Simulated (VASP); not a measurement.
Wanted: the native input for a VASP 6.6.1 run.

```yaml
Task: single point
Functional: PBEsol
Potentials_or_basis: VASP PAW PBE potentials, release 64 (Ti_sv, Se)
Cutoff: 520 eV
k_mesh: 12 × 12 × 8
Occupations: gaussian, width 0.1 eV
Spin: no spin polarisation
Dipole_correction: no
Further_INCAR_settings: ALGO = Normal; EDIFF = 1e-07; NBANDS = 26
```

The structure of TiSe lies in POSCAR:

```
TiSe
1.0
    3.2720159346      0.0000000000      0.0000000000
   -1.6360079673      2.8336489209      0.0000000000
    0.0000000000      0.0000000000      6.6864256036
Ti Se
2 2
Direct
    0.0000000000      0.0000000000      0.0000000000
    0.0000000000      0.0000000000      0.5000000000
    0.3333333333      0.6666666667      0.2500000000
    0.6666666667      0.3333333333      0.7500000000
```

The input as run:

INCAR

```
SYSTEM = TiSe
PREC = Accurate
ENCUT = 520
EDIFF = 1E-7
ISMEAR = 0
SIGMA = 0.1
LREAL = .FALSE.
LASPH = .TRUE.
NELM = 100
ALGO = Normal
ISIF = 2
LWAVE = .FALSE.
LCHARG = .FALSE.
GGA = PS
NBANDS = 26
```

KPOINTS

```
Automatic mesh
0
G
  12 12 8
  0 0 0
```

Potentials or basis: VASP PAW PBE potentials, release 64 (Ti_sv, Se).

The run is started by

```console
$ cat potpaw_PBE.64/Ti_sv/POTCAR potpaw_PBE.64/Se/POTCAR > POTCAR
$ mpirun -np 1 vasp_std > vasp.out
```

It gave:

```yaml
Pressure: 9.1 GPa
Band_gap_on_the_k_mesh: zero (bands 18 and 19 overlap by 0.51 eV)
```

Caveat: the cell stands under pressure; the PAW data sets were made with another functional, which shifts forces and pressure a little.

Wall time 3.4 min on 1 thread of AMD EPYC 7R13, on a shared host, peak memory 0.24 GiB.
